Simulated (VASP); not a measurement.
Write the native input for VASP 6.6.1 that does the following.

| Quantity | Value |
| --- | --- |
| Task | single point |
| Functional | PBE |
| Potentials or basis | VASP PAW PBE potentials, release 64 (Zr_sv) |
| Cutoff | 520 eV |
| k mesh | 8 × 8 × 8 |
| Occupations | gaussian, width 0.05 eV |
| Spin | no spin polarisation |
| Dipole correction | no |
| Further INCAR settings | ALGO = Fast; EDIFF = 1e-06; NBANDS = 12 |

The structure of Zr lies in POSCAR:

```
Zr
1.0
    0.0000000000      2.2651553026      2.2651553026
    2.2651553026      0.0000000000      2.2651553026
    2.2651553026      2.2651553026      0.0000000000
Zr
1
Direct
    0.0000000000      0.0000000000      0.0000000000
```

These files were run (other wordings do the same):

INCAR

```
  ALGO = Fast
  EDIFF = 1E-6
  ENCUT = 520
  GGA = PE
  ISIF = 2
  ISMEAR = 0
  LASPH = T
  LCHARG = F
  LREAL = F
  LWAVE = F
  NBANDS = 12
  NELM = 60
  PREC = Accurate
  SIGMA = 0.05
```

KPOINTS

```
k-points
0
Gamma
  8 8 8
```

Potentials or basis: VASP PAW PBE potentials, release 64 (Zr_sv).

Launch:

```bash
$ cat potpaw_PBE.64/Zr_sv/POTCAR > POTCAR
$ mpirun -np 1 vasp_std > vasp.out
```

It gave:

The pressure is -0.7 GPa and the band gap on the k mesh is zero (band 6 reaches 9.89 eV, above the bottom of band 7 at 8.52 eV).

Wall time 18 s on 1 thread of AMD EPYC 7R43 64-Core Processor (Zen 3), with other jobs on the host, peak memory 0.1 GiB.
